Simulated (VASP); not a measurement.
# Bi (P6_3/mmc) in VASP: a series of runs

Bi is run at these levels: r2SCAN; tasks: single point.

All numbers are computed with VASP 6.6.1; they aren't measurements. Logs are shortened: lines on timing, memory, paths and dates and some standing lists are left out, and cuts for length are marked.

### Step 1. The cell of the first run

It takes space group P6_3/mmc (No. 194, hexagonal). The conventional cell has a = 3.974 Å, b = 3.974 Å, c = 10.823 Å, α = 90.00°, β = 90.00°, γ = 120.00°. Within 3.0 Å of Bi (site symmetry -6m2) lie 3 Bi at 2.29 Å. Bi (site symmetry -6m2) has 3 Bi at 2.29 Å within 3.0 Å.

This isn't the form of Bi at room conditions, which is rhombohedral.

### Step 2. Single point, r2SCAN

POSCAR

```
Bi
1.0
    3.9738649959      0.0000000000      0.0000000000
   -1.9869324980      3.4414680376      0.0000000000
    0.0000000000      0.0000000000     10.8231282409
Bi
4
Direct
    0.0000000000      0.0000000000      0.2500000000
    0.0000000000      0.0000000000      0.7500000000
    0.3333333333      0.6666666667      0.7500000000
    0.6666666667      0.3333333333      0.2500000000
```

INCAR.step1

```
SYSTEM = Bi
ALGO = Normal ; EDIFF = 1E-4
ENCUT = 520 ; GGA = PE
ISMEAR = 0 ; LASPH = .True.
LCHARG = .False. ; LREAL = .False.
LWAVE = .True. ; NBANDS = 38
NELM = 100 ; PREC = Accurate
SIGMA = 0.1
```

INCAR.step2

```
SYSTEM = Bi
ALGO = Normal ; EDIFF = 1E-6
ENCUT = 520 ; ISIF = 2
ISMEAR = 0 ; ISTART = 1
LASPH = .True. ; LCHARG = .True.
LELF = .True. ; LMIXTAU = .True.
LREAL = .False. ; LVHAR = .True.
LWAVE = .False. ; METAGGA = R2SCAN
NBANDS = 38 ; NELM = 100
PREC = Accurate ; SIGMA = 0.1
```

KPOINTS

```
k-points
0
Gamma
  6 6 2
  0 0 0
```

Potentials or basis: VASP PAW PBE potentials, release 64 (Bi_d).

The run is started by

```sh
$ cat potpaw_PBE.64/Bi_d/POTCAR > POTCAR
$ cp INCAR.step1 INCAR
$ mpirun -np 1 vasp_std > vasp.out
$ cp INCAR.step2 INCAR
$ mpirun -np 1 vasp_std > vasp.out
```

OUTCAR:

```text
SYSTEM = Bi
   EDIFF = 1E-6
   ENCUT = 520
   ISIF = 2
   ISMEAR = 0
   ISTART = 1
   LASPH = .True.
   LREAL = .False.
   METAGGA = R2SCAN
   NELM = 100
   PREC = Accurate

 ion  position               nearest neighbor table
   1  0.000  0.000  0.250-   4 2.29   4 2.29   4 2.29
   2  0.000  0.000  0.750-   3 2.29   3 2.29   3 2.29
   3  0.333  0.667  0.750-   2 2.29   2 2.29   2 2.29
   4  0.667  0.333  0.250-   1 2.29   1 2.29   1 2.29

  LATTYP: Found a hexagonal cell.
 ALAT       =     3.9738649959
 C/A-ratio  =     2.7235772358

  Lattice vectors:

 A1 = (   3.9738649959,   0.0000000000,   0.0000000000)
 A2 = (  -1.9869324980,   3.4414680376,   0.0000000000)
 A3 = (   0.0000000000,   0.0000000000,  10.8231282409)

Analysis of symmetry for initial positions (statically):
=====================================================================
 Subroutine PRICEL returns:
 Original cell was already a primitive cell.

 Routine SETGRP: Setting up the symmetry group for a
 hexagonal supercell.

 Subroutine GETGRP returns: Found 24 space group operations
 (whereof 12 operations were pure point group operations)
 out of a pool of 24 trial point group operations.

The static configuration has the point symmetry D_3d.
 The point group associated with its full space group is D_6h.

Analysis of symmetry for dynamics (positions and initial velocities):
=====================================================================
 Subroutine PRICEL returns:
 Original cell was already a primitive cell.

 Routine SETGRP: Setting up the symmetry group for a
 hexagonal supercell.

 Subroutine GETGRP returns: Found 24 space group operations
 (whereof 12 operations were pure point group operations)
 out of a pool of 24 trial point group operations.

The dynamic configuration has the point symmetry D_3d.
 The point group associated with its full space group is D_6h.

 Subroutine INISYM returns: Found 24 space group operations
 (whereof 12 operations are pure point group operations),
 and found     1 'primitive' translations

----------------------------------------------------------------------------------------

                                     Primitive cell

  volume of cell :     148.0163

  direct lattice vectors                    reciprocal lattice vectors
     3.973864996  0.000000000  0.000000000     0.251644180  0.145286835  0.000000000
    -1.986932498  3.441468038  0.000000000     0.000000000  0.290573671  0.000000000
     0.000000000  0.000000000 10.823128241     0.000000000  0.000000000  0.092394729

  length of vectors
     3.973864996  3.973864996 10.823128241     0.290573671  0.290573671  0.092394729

  position of ions in fractional coordinates (direct lattice)
     0.000000000  0.000000000  0.250000000
     0.000000000  0.000000000  0.750000000
     0.333333333  0.666666667  0.750000000
     0.666666667  0.333333333  0.250000000

  ion indices of the primitive-cell ions
   primitive index   ion index
                 1           1
                 2           2
                 3           3
                 4           4

----------------------------------------------------------------------------------------

 KPOINTS: k-points

Automatic generation of k-mesh.
 Grid dimensions read from file:
 generate k-points for:    6    6    2

 Generating k-lattice:

  Cartesian coordinates                     Fractional coordinates (reciprocal lattice)
     0.041940697  0.024214473  0.000000000     0.166666667 -0.000000000  0.000000000
     0.000000000  0.048428945  0.000000000     0.000000000  0.166666667  0.000000000
     0.000000000  0.000000000  0.046197364     0.000000000  0.000000000  0.500000000

  Length of vectors
     0.048428945  0.048428945  0.046197364

  Shift w.r.t. Gamma in fractional coordinates (k-lattice)
     0.000000000  0.000000000  0.000000000

 Subroutine IBZKPT returns following result:
 ===========================================

 Found     14 irreducible k-points:

 Following reciprocal coordinates:
            Coordinates               Weight
  0.000000  0.000000  0.000000      1.000000
  0.166667  0.000000  0.000000      6.000000
  0.333333  0.000000  0.000000      6.000000
  0.500000  0.000000  0.000000      3.000000
  0.166667  0.166667  0.000000      6.000000
  0.333333  0.166667  0.000000     12.000000
  0.333333  0.333333  0.000000      2.000000
  0.000000  0.000000  0.500000      1.000000
  0.166667  0.000000  0.500000      6.000000
  0.333333  0.000000  0.500000      6.000000
  0.500000  0.000000  0.500000      3.000000
  0.166667  0.166667  0.500000      6.000000
  0.333333  0.166667  0.500000     12.000000
  0.333333  0.333333  0.500000      2.000000
   k-points           NKPTS =     14   k-points in BZ     NKDIM =     14   number of bands    NBANDS=     38
   number of dos      NEDOS =    301   number of ions     NIONS =      4
   total plane-waves  NPLWV =  72000
   dimension x,y,z NGX =    30 NGY =   30 NGZ =   80
   dimension x,y,z NGXF=    60 NGYF=   60 NGZF=  160
   ions per type =               4
   NGX,Y,Z   is equivalent  to a cutoff of  12.55, 12.55, 12.29 a.u.
   NGXF,Y,Z  is equivalent  to a cutoff of  25.10, 25.10, 24.58 a.u.
 SYSTEM =  Bi
   PREC   = accura    normal or accurate (medium, high low for compatibility)
   ISTART =      1    job   : 0-new  1-cont  2-samecut
   ICHARG =      0    charge: 1-file 2-atom 10-const
   ISPIN  =      1    spin polarized calculation?
   LNONCOLLINEAR =      F non collinear calculations
   LSORBIT =      F    spin-orbit coupling
   LASPH  =      T    aspherical Exc in radial PAW
   ENCUT  =  520.0 eV  38.22 Ry    6.18 a.u.   7.39  7.39 20.12*2*pi/ulx,y,z
   NELM   =    100;   NELMIN=  2; NELMDL=  0     # of ELM steps
   EDIFF  = 0.1E-05   stopping-criterion for ELM
   LREAL  =      F    real-space projection
   EDIFFG = 0.1E-04   stopping-criterion for IOM
   NSW    =      0    number of steps for IOM
   IBRION =     -1    ionic relax: 0-MD 1-quasi-New 2-CG
   NFREE  =      0    steps in history (QN), initial steepest desc. (CG)
   ISIF   =      2    stress and relaxation
   ISYM   =      2    0-nonsym 1-usesym 2-fastsym
   POTIM  = 0.5000    time-step for ionic-motion
   TEBEG  =    0.0;   TEEND  =   0.0 temperature during run
   PSTRESS=    0.0 pullay stress
   NELECT =      60.0000    total number of electrons
   NUPDOWN=      -1.0000    fix difference up-down
   EMIN   =  10.00;   EMAX   =-10.00  energy-range for DOS
   EFERMI =   0.00;   METHOD = LEGACY
   ISMEAR =     0;   SIGMA  =   0.10  broadening in eV -4-tet -1-fermi 0-gaus
   EFERMI_NEDOS =   21; number of points for ismear=-14 and -15
   IALGO  =     38    algorithm
   IMIX   =      4    mixing-type and parameters
     AMIX     =   0.40;   BMIX     =  1.00
     AMIX_MAG =   1.60;   BMIX_MAG =  1.00
  volume/ion in A,a.u.               =      37.00       249.72
  Fermi-wavevector in a.u.,A,eV,Ry     =   1.211589  2.289571 19.972648  1.467948
  Thomas-Fermi vector in A             =   2.347100
   LORBIT       =      0    0 simple, 1 ext, 2 COOP (PROOUT), +10 PAW based schemes
   METAGGA = R2SCAN    functional components
   LHFCALC =     F    Hartree Fock is set to
   AEXX    =    0.0000 exact exchange contribution
   IVDW    =     0    specifies the selected vdW correction
   LEPSILON=     F    determine dielectric tensor
   LRPA    =     F    only Hartree local field effects (RPA)
 non-spin polarized calculation
 Gauss-broadening in eV      SIGMA  =   0.10
  energy-cutoff  :      520.00
  volume of cell :      148.02
 maximum number of plane-waves:      4012
 NGX is ok and might be reduce to    30
   NGX = 15   NGY = 15   NGZ = 41

 number of electron      59.9999986 magnetization

 Free energy of the ion-electron system (eV)
  ---------------------------------------------------
  ext. energy  EPLUGINS =         0.00000000
  ---------------------------------------------------
  free energy    TOTEN  =      -210.58238985 eV

  energy without entropy =     -210.57267060  energy(sigma->0) =     -210.57753022

 E-fermi :   7.3618     XC(G=0):  -9.0928

 val. band max:        7.3617817863   @ k =   0.3333   0.0000   0.5000
 cond. band min:       7.5815305058   @ k =   0.1667   0.1667   0.0000
 fundamental gap:      0.2197487195
 Fermi energy:         7.3618494910

 k-point     1 :       0.0000    0.0000    0.0000
  band No.  band energies     occupation
      1     -20.3137      2.00000
      2     -20.3136      2.00000
      3     -20.2535      2.00000
      4     -20.2535      2.00000
      5     -20.2535      2.00000
      6     -20.2535      2.00000
[... 30 lines left out ...]
     37      10.7418      0.00000
     38      10.9234      0.00000

 k-point     2 :       0.1667    0.0000    0.0000
  band No.  band energies     occupation
      1     -20.5966      2.00000
      2     -20.5966      2.00000
      3     -20.5534      2.00000
      4     -20.5534      2.00000
      5     -20.2608      2.00000
      6     -20.2607      2.00000
[... 30 lines left out ...]
     37      10.7642      0.00000
     38      11.2144      0.00000

 k-point     3 :       0.3333    0.0000    0.0000
  band No.  band energies     occupation
      1     -21.0047      2.00000
      2     -21.0047      2.00000
      3     -20.9240      2.00000
      4     -20.9240      2.00000
      5     -20.1906      2.00000
      6     -20.1906      2.00000
[... 30 lines left out ...]
     37      13.0275      0.00000
     38      13.3855      0.00000

 k-point     4 :       0.5000    0.0000    0.0000
  band No.  band energies     occupation
      1     -21.1619      2.00000
      2     -21.1618      2.00000
      3     -21.0640      2.00000
      4     -21.0640      2.00000
      5     -20.1544      2.00000
      6     -20.1543      2.00000
[... 30 lines left out ...]
     37      13.7324      0.00000
     38      14.7099      0.00000

 k-point     5 :       0.1667    0.1667    0.0000
  band No.  band energies     occupation
      1     -21.0432      2.00000
      2     -21.0432      2.00000
      3     -20.6421      2.00000
      4     -20.6421      2.00000
      5     -20.2876      2.00000
      6     -20.2875      2.00000
[... 30 lines left out ...]
     37      11.9394      0.00000
     38      13.2908      0.00000

 k-point     6 :       0.3333    0.1667    0.0000
  band No.  band energies     occupation
      1     -21.3462      2.00000
      2     -21.3462      2.00000
      3     -20.7599      2.00000
      4     -20.7599      2.00000
      5     -20.2751      2.00000
      6     -20.2750      2.00000
[... 30 lines left out ...]
     37      12.2774      0.00000
     38      12.5982      0.00000

 k-point     7 :       0.3333    0.3333    0.0000
  band No.  band energies     occupation
      1     -21.4916      2.00000
      2     -21.4916      2.00000
      3     -20.5037      2.00000
      4     -20.5037      2.00000
      5     -20.5025      2.00000
      6     -20.5025      2.00000
[... 30 lines left out ...]
     37      11.6999      0.00000
     38      11.7064      0.00000

 k-point     8 :       0.0000    0.0000    0.5000
  band No.  band energies     occupation
      1     -20.3137      2.00000
      2     -20.3137      2.00000
      3     -20.2535      2.00000
      4     -20.2535      2.00000
      5     -20.2535      2.00000
      6     -20.2535      2.00000
[... 30 lines left out ...]
     37      10.7230      0.00000
     38      10.7230      0.00000

 k-point     9 :       0.1667    0.0000    0.5000
  band No.  band energies     occupation
      1     -20.5966      2.00000
      2     -20.5966      2.00000
      3     -20.5534      2.00000
      4     -20.5534      2.00000
      5     -20.2607      2.00000
      6     -20.2607      2.00000
[... 30 lines left out ...]
     37      10.7443      0.00000
     38      10.7443      0.00000

 k-point    10 :       0.3333    0.0000    0.5000
  band No.  band energies     occupation
      1     -21.0047      2.00000
      2     -21.0047      2.00000
      3     -20.9240      2.00000
      4     -20.9240      2.00000
      5     -20.1906      2.00000
      6     -20.1906      2.00000
[... 30 lines left out ...]
     37      13.0594      0.00000
     38      13.0594      0.00000

 k-point    11 :       0.5000    0.0000    0.5000
  band No.  band energies     occupation
      1     -21.1618      2.00000
      2     -21.1618      2.00000
      3     -21.0640      2.00000
      4     -21.0640      2.00000
      5     -20.1543      2.00000
      6     -20.1543      2.00000
[... 30 lines left out ...]
     37      13.0313      0.00000
     38      13.0313      0.00000

 k-point    12 :       0.1667    0.1667    0.5000
  band No.  band energies     occupation
      1     -21.0432      2.00000
      2     -21.0432      2.00000
      3     -20.6421      2.00000
      4     -20.6421      2.00000
      5     -20.2875      2.00000
      6     -20.2875      2.00000
[... 30 lines left out ...]
     37      12.1503      0.00000
     38      12.1503      0.00000

 k-point    13 :       0.3333    0.1667    0.5000
  band No.  band energies     occupation
      1     -21.3462      2.00000
      2     -21.3462      2.00000
      3     -20.7599      2.00000
      4     -20.7599      2.00000
      5     -20.2750      2.00000
      6     -20.2750      2.00000
[... 30 lines left out ...]
     37      12.2319      0.00000
     38      12.2319      0.00000

 k-point    14 :       0.3333    0.3333    0.5000
  band No.  band energies     occupation
      1     -21.4916      2.00000
      2     -21.4916      2.00000
      3     -20.5037      2.00000
      4     -20.5037      2.00000
      5     -20.5025      2.00000
      6     -20.5025      2.00000
[... 30 lines left out ...]
     37      12.6347      0.00000
     38      12.6347      0.00000

------------------------ aborting loop because EDIFF is reached ----------------------------------------

  FORCE on cell =-STRESS in cart. coord.  units (eV):
  Direction    XX          YY          ZZ          XY          YZ          ZX
  --------------------------------------------------------------------------------------
  -------------------------------------------------------------------------------------
  Total      101.0338956    101.0338955     -1.0161967     -0.0000000      0.0000000      0.0000000
  in kB     1093.6239870   1093.6239869    -10.9996455     -0.0000000      0.0000000      0.0000000
  external PRESSURE =     725.4161095 kB  Pullay stress =       0.0000000 kB

 VOLUME and BASIS-vectors are now :
 -----------------------------------------------------------------------------
  energy-cutoff  :      520.00
  volume of cell :      148.02
      direct lattice vectors                 reciprocal lattice vectors
     3.973864996  0.000000000  0.000000000     0.251644180  0.145286835  0.000000000
    -1.986932498  3.441468038  0.000000000     0.000000000  0.290573671  0.000000000
     0.000000000  0.000000000 10.823128241     0.000000000  0.000000000  0.092394729

 POSITION                                       TOTAL-FORCE (eV/Angst)
 -----------------------------------------------------------------------------------
      0.00000      0.00000      2.70578        -0.000000      0.000000      0.000000
      0.00000      0.00000      8.11735         0.000000      0.000000      0.000000
     -0.00000      2.29431      8.11735         0.000000     -0.000000      0.000000
      1.98693      1.14716      2.70578        -0.000000      0.000000     -0.000000
 -----------------------------------------------------------------------------------
    total drift:                                0.000000      0.000000     -0.000000

  FREE ENERGIE OF THE ION-ELECTRON SYSTEM (eV)
  ---------------------------------------------------
  free  energy   TOTEN  =      -210.5823898464 eV

  energy  without entropy=     -210.5726706005  energy(sigma->0) =     -210.57753022
```

It took 6.8 min on 1 thread of Intel Xeon 8259CL, shared host; peak memory 0.3 GiB.

Results:

| Quantity | Value |
| --- | --- |
| Free energy | -210.5824 eV |
| Pressure | 72.5 GPa |
| Band gap on the k mesh | zero (bands 30 and 31 overlap by 2.00 eV) |

Levels at points of the mesh, in eV from the Fermi level:
```
           k point  band 26  band 27  band 28  band 29  band 30  band 31  band 32  band 33  band 34  band 35
(0.00, 0.00, 0.00)    -4.22    -4.01    -4.01    -4.01    -4.01     0.22     1.81     1.81     1.84     1.84
(0.50, 0.00, 0.00)    -7.08    -4.39    -4.17    -2.08    -2.04    -1.76    -1.54     3.28     3.38     4.47
(0.00, 0.00, 0.50)    -4.23    -4.01    -4.01    -4.01    -4.01     1.31     1.31     1.83     1.83     1.83
(0.50, 0.00, 0.50)    -7.09    -4.27    -4.27    -2.07    -2.07    -1.69    -1.69     3.82     3.82     4.45
```

Caveat: the stress differs along the axes, from -1 to 109 GPa; the PAW data sets were made with another functional, which shifts forces and pressure a little; spin-orbit coupling is left out, which moves the levels of the heavy elements.

(Continued in part 2 of 2.)

The gap in the log of VASP goes by the Fermi energy; the results here count the filled bands.